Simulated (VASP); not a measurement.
Runs of VASP 6.6.1 on Co. The structure is that of space group P6_3/mmc (No. 194), or close to it. The cells are those of the table. 

| task | cell | cutoff (eV) | gap on the mesh (eV) | pressure (GPa) | moment (μB) |
| --- | --- | --- | --- | --- | --- |
| single point | a = 2.480, b = 2.480, c = 4.010 Å, angles 90.0, 90.0, 120.0°, 2 atoms | 520 | none | -7.6 | 3.17 |
| single point | a = 2.456, b = 2.456, c = 3.969 Å, angles 90.0, 90.0, 120.0°, 2 atoms | 520 | none | -0.9 | (a) |
| relaxation of shape and atoms at fixed volume | relaxed from a = 2.406, b = 2.406, c = 3.888 Å, angles 90.0, 90.0, 120.0°, 2 atoms | 600 | none | 16.4 | 3.06 |
| single point | a = 2.504, b = 2.504, c = 4.049 Å, angles 90.0, 90.0, 120.0°, 2 atoms | 520 | none | -13.2 | (b) |

Alike in all rows: level PBEsol; potentials or basis VASP PAW PBE potentials, release 64 (Co); spin collinear, ferromagnetic start; k mesh 18 × 18 × 10; smearing gaussian 0.1 eV.

Question: Fill in the values left out.

Answer: (a) 3.14; (b) 3.20.

Caveats: the PAW data sets were made with another functional, which shifts forces and pressure a little; the cell stands under tension (at least some runs).

A gap of «none» marks levels without a gap at the run's occupations.
